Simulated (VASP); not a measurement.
Input of a VASP 6.6.1 run:

File INCAR:

```
PREC = Accurate
ENCUT = 520
EDIFF = 1E-8
ISMEAR = -1
SIGMA = 0.05
LREAL = False
LASPH = True
NELM = 100
ALGO = Normal
ISIF = 2
LWAVE = False
LCHARG = False
GGA = PE
LEFG = True
NBANDS = 11
```

KPOINTS

```
regular mesh
0
Gamma
  13 13 13
```

POSCAR

```
BAs
1.0
    0.0000000000      2.4043183418      2.4043183418
    2.4043183418      0.0000000000      2.4043183418
    2.4043183418      2.4043183418      0.0000000000
B As
1 1
Direct
    0.0000000000      0.0000000000      0.0000000000
    0.7500000000      0.7500000000      0.7500000000
```

Potentials or basis: VASP PAW PBE potentials, release 64 (B, As).

The run is started by

```bash
$ cat potpaw_PBE.64/B/POTCAR potpaw_PBE.64/As/POTCAR > POTCAR
$ mpirun -np 1 vasp_std > vasp.out
```

Q: What does it give for the pressure?

A: 0.7 GPa.

Q: What does it give for the band gap on the k mesh?

A: 1.20 eV, indirect (least direct gap 3.25 eV).

Caveat: without QUAD_EFG the Cq values of the log hold for a quadrupole moment of 1 mb, not for the nuclei. A k mesh can miss the band edges.
